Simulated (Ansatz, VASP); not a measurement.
## Cu: VASP beside Ansatz

INCAR

```
ALGO = Normal ; EDIFF = 1E-6
ENCUT = 520 ; GGA = PS
ISIF = 2 ; ISMEAR = -1
LASPH = T ; LCHARG = F
LREAL = F ; LWAVE = F
NBANDS = 12 ; NELM = 60
PREC = Accurate ; SIGMA = 0.08
```

File KPOINTS:

```
k-points
0
Gamma
  19 19 19
```

File POSCAR:

```
Cu
1.0
    0.0000000000      1.8255750000      1.8075000000
    1.8255750000      0.0000000000      1.8075000000
    1.8255750000      1.8255750000      0.0000000000
Cu
1
Direct
    0.0000000000      0.0000000000      0.0000000000
```

Input for Ansatz:

```yaml
crystal:
  lattice:
    - [0.0, 1.825575, 1.8075]
    - [1.825575, 0.0, 1.8075]
    - [1.825575, 1.825575, 0.0]
  atoms:
    - { symbol: Cu, position: [0.0, 0.0, 0.0] }
kpoints:
  mp_grid: { grid: [19, 19, 19] }
  band_path:
    path:
      - [0.0, 0.0, 0.0]
      - [0.0, 0.5, 0.5]
      - [0.25, 0.75, 0.5]
      - [0.0, 0.5, 0.0]
      - [0.0, 0.0, 0.0]
      - [0.5, 0.5, 0.0]
      - [0.3775125, 0.6224875, 0.0]
      - [-0.3775125, 0.3775125, 0.0]
      - [0.0, 0.0, 0.0]
    npoints: 5
scf:
  occupations: { method: fermi_dirac, width: 0.08 }
hamiltonian:
  xc: pbesol
  pseudopotentials: { kind: all_electron, lapw: { basis_error: 0.00025 } }
output:
  forces: true
  stress: true
  eigenvalues: true
```

Change from the starting cell: equal xx and yy strain of +1 %.

Alike in both runs: task single point; functional PBEsol; k mesh 19 × 19 × 19; occupations fermi-dirac, width 0.08 eV; no spin polarisation.

|  | VASP | Ansatz |
| --- | --- | --- |
| version | VASP 6.6.1 | Ansatz 0.2.0 |
| potentials or method | VASP PAW PBE potentials, release 64 (Cu), cutoff 520 eV | all-electron LAPW, scalar-relativistic |

Ansatz gave:

```
pressure (GPa)                                                : -9.1
traceless stress, the component that is largest in VASP (GPa) : 0.26
```

Task: What did VASP give for the same quantities?

Result: Pressure (GPa): -8.4; traceless stress, the component that is largest in VASP (GPa): 0.25.

VASP's potentials were made for PBE, not for PBEsol. Ansatz ran all-electron here, and VASP with PAW potentials.
